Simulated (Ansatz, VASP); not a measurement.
Zr2H3: VASP beside Ansatz

```
Zr H
1.0
     3.31352   -0.00616    0.25078
    -1.66502    2.88073   -0.00058
     0.76474    0.45438   11.52283
Zr H
4 6
Direct
  0.24317 0.67201 0.38694
  0.58785 0.84351 0.86852
  0.74895 0.42430 0.12517
  0.42696 0.26378 0.61112
  0.36785 0.73384 0.19826
  0.29781 0.19867 0.80353
  0.11782 0.10892 0.06976
  0.87351 0.48621 0.93959
  0.62599 0.36339 0.31092
  0.71009 0.90538 0.68618
```

Change from the starting cell: cell x2, atoms moved at random (sigma 0.1 Å) and cell strained at random (1.5 %), then relaxed without symmetry.

Alike in both runs: functional PBE; k mesh 6 × 6 × 2; occupations gaussian, width 0.2 eV; no spin polarisation.

Ansatz relaxed the structure, and its values are those at the end. VASP's run is a single point on that final structure, the one shown.

|  | VASP | Ansatz |
| --- | --- | --- |
| version | VASP 6.6.1 | Ansatz 0.2.0 |
| potentials or method | VASP PAW PBE potentials, release 64 (Zr_sv, H), cutoff 520 eV | scalar-relativistic, plane waves, PAW |
| valence electrons in the cell | 54 | 54 |

|  | VASP | Ansatz | Ansatz less VASP |
| --- | --- | --- | --- |
| gap on the k mesh at the Fermi level (eV) | none | none | - |
| pressure (GPa) | -0.1 | 0.0 | +0.02 |

A gap of «none» marks a metal or a gap that the smearing closes.

The k mesh is coarse, so the values compare programs but aren't converged.
